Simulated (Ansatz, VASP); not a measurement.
Given: the input of a run of Ansatz 0.2.0 on SrV.

input.yaml

```yaml
crystal:
  lattice:
    - [0.0, 2.8142808214, 2.8142808214]
    - [2.8142808214, 0.0, 2.8142808214]
    - [2.8142808214, 2.8142808214, 0.0]
  atoms:
    - { symbol: Sr, position: [0.0, 0.0, 0.0] }
    - { symbol: V, position: [0.5, 0.5, 0.5], spin: 2.0 }
kpoints:
  mp_grid: { grid: [8, 8, 8] }
scf:
  occupations: { method: fermi_dirac, width: 0.05 }
hamiltonian:
  xc: pbe
  pseudopotentials: { kind: all_electron, lapw: { basis_error: 0.0005 } }
magnetization:
  spin_polarized: true
output:
  forces: true
  stress: true
  eigenvalues: true
```

Potentials or basis: all-electron LAPW, scalar-relativistic.

Launch:

```bash
$ ansatz run input.yaml --threads 2 --pin off --max-ram 6144MiB --backend cpu --events-out ev --progress --plain --runs-dir out
```

**Question.** Set up the same calculation for VASP 6.6.1. Potentials there: VASP PAW PBE potentials, release 64 (Sr_sv, V_sv).

**Answer.** As run (the cutoff follows the program's own potentials):

The input INCAR:

```
PREC = Accurate
ENCUT = 520
EDIFF = 1E-7
ISMEAR = -1
SIGMA = 0.05
LREAL = False
LASPH = True
NELM = 150
ALGO = Fast
ISIF = 2
LWAVE = False
LCHARG = False
ISPIN = 2
MAGMOM = 0 2
LORBIT = 11
LMAXMIX = 4
GGA = PE
NBANDS = 22
```

KPOINTS

```
regular mesh
0
Gamma
  8 8 8
```

POSCAR

```
SrV
1.0
    0.0000000000      2.8142808214      2.8142808214
    2.8142808214      0.0000000000      2.8142808214
    2.8142808214      2.8142808214      0.0000000000
Sr V
1 1
Direct
    0.0000000000      0.0000000000      0.0000000000
    0.5000000000      0.5000000000      0.5000000000
```

Potentials or basis: VASP PAW PBE potentials, release 64 (Sr_sv, V_sv).

Command:

```console
$ cat potpaw_PBE.64/Sr_sv/POTCAR potpaw_PBE.64/V_sv/POTCAR > POTCAR
$ mpirun -np 1 vasp_std > vasp.out
```

Both were run:

|  | VASP | Ansatz | Ansatz less VASP |
| --- | --- | --- | --- |
| gap on the k mesh at the Fermi level (eV) | none | none | - |
| pressure (GPa) | 18.4 | 18.0 | -0.39 |
| net moment per atom (μB) | 1.52 | 1.52 | 0.000 |
| size of the moment on the site where the two differ most (μB) | 2.53 | 2.71 | +0.178 |

Site moments also hang on the region over which each program counts them. A gap of «none» marks a metal or a gap that the smearing closes. Ansatz ran all-electron here, and VASP with PAW potentials.
